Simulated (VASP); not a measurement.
Input of a VASP 6.6.1 run:

Contents of INCAR:

```
PREC = Accurate ; ENCUT = 520
EDIFF = 1E-6 ; ISMEAR = 0
SIGMA = 0.1 ; LREAL = F
LASPH = T ; NELM = 60
ALGO = Normal ; ISIF = 2
LWAVE = F ; LCHARG = T
GGA = PS ; LELF = T
LVHAR = T ; NBANDS = 14
```

KPOINTS

```
Automatic mesh
0
Gamma
  16 16 16
```

Contents of POSCAR:

```
HfN
1.0
    0.0000000000      2.2507757603      2.2507757603
    2.2507757603      0.0000000000      2.2507757603
    2.2507757603      2.2507757603      0.0000000000
Hf N
1 1
Direct
    0.5000000000      0.5000000000      0.5000000000
    0.0000000000      0.0000000000      0.0000000000
```

Potentials or basis: VASP PAW PBE potentials, release 64 (Hf_pv, N).

Launch:

```bash
$ cat potpaw_PBE.64/Hf_pv/POTCAR potpaw_PBE.64/N/POTCAR > POTCAR
$ mpirun -np 1 vasp_std > vasp.out
```

Q: Predict the pressure.

A: -2.2 GPa.

Caveat: the PAW data sets were made with another functional, which shifts forces and pressure a little.
